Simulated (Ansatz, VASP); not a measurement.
## Ta: VASP beside Ansatz

```
Ta
1.0
     2.85407    0.01117    0.00919
    -1.41736    2.42341   -0.01047
     0.03280   -0.02420   10.26342
Ta
4
Direct
  0.71028 0.37146 0.37635
  0.62726 0.31584 0.86728
  0.32494 0.66058 0.12626
  0.33751 0.65212 0.63011
```

Change from the starting cell: all atoms moved at random, sigma 0.1 Å a component, cell strained at random, sigma 0.01.

Alike in both runs: task single point; functional LDA; k mesh 12 × 12 × 4; occupations gaussian, width 0.15 eV; no spin polarisation.

|  | VASP | Ansatz |
| --- | --- | --- |
| version | VASP 6.6.1 | Ansatz 0.2.0 |
| potentials or method | VASP PAW LDA potentials, release 64 (Ta_pv), cutoff 520 eV | scalar-relativistic, plane waves, PAW |
| valence electrons in the cell | 44 | 52 |

VASP gave:

```
gap on the k mesh at the Fermi level (eV)                     : none
pressure (GPa)                                                : 0.1
traceless stress, the component that is largest in VASP (GPa) : -2.03
rms of the force components (eV/Å)                            : 0.544
```

Estimate Ansatz's values.

gap on the k mesh at the Fermi level (eV): none; pressure (GPa): -0.7; traceless stress, the component that is largest in VASP (GPa): -2.02; rms of the force components (eV/Å): 0.539.

LDA's correlation is that of Perdew and Zunger in VASP and of Perdew and Wang (1992) in Ansatz. Atom by atom the forces differ by 0.005 eV/Å (rms over components). A gap of «none» marks a metal or a gap that the smearing closes. VASP's potentials hold 44 valence electrons a cell and Ansatz's 52, so a difference there can come from the potentials and not from the codes.

Spin-orbit coupling is off throughout.
